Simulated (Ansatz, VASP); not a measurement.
Cd3HgS4 in VASP and in Ansatz

```xyz
8
Lattice="-2.9715 2.9715 5.9435 2.9715 -2.9715 5.9435 2.9715 2.9715 -5.9435" Properties=species:S:1:pos:R:3 pbc="T T T"
Cd    0.0000    0.0000    0.0000
Cd    2.9715    0.0000    2.9717
Cd    0.0000    2.9715    2.9717
Hg    0.0000    0.0000    5.9435
S     1.4986    1.4986    7.4425
S     1.4729    1.4729    1.4990
S     1.4986   -1.4986    4.4445
S    -1.4986    1.4986    4.4445
```

Alike in both runs: task relaxation of cell and atoms; functional PBE; k mesh 6 × 6 × 6; occupations gaussian, width 0.02 eV; no spin polarisation.

```csv
,VASP,Ansatz
version,VASP 6.6.1,Ansatz 0.2.0
potentials or method,"VASP PAW PBE potentials, release 64 (Cd, Hg, S), cutoff 600 eV","scalar-relativistic, plane waves, PAW"
valence electrons in the cell,72,104
```

|  | VASP | Ansatz | Ansatz less VASP |
| --- | --- | --- | --- |
| gap on the k mesh at the Fermi level, each at its own relaxed structure (eV) | 0.62 | 0.63 | +0.009 |
| relaxed volume (Å³/atom) | 26.36 | 26.23 | -0.135 |
| relaxed length of the cell vector where the two differ most in proportion (Å) | 7.290 | 7.278 | -0.0124 |

VASP's potentials hold 72 valence electrons a cell and Ansatz's 104, so a difference there can come from the potentials and not from the codes.

Spin-orbit coupling is off throughout.
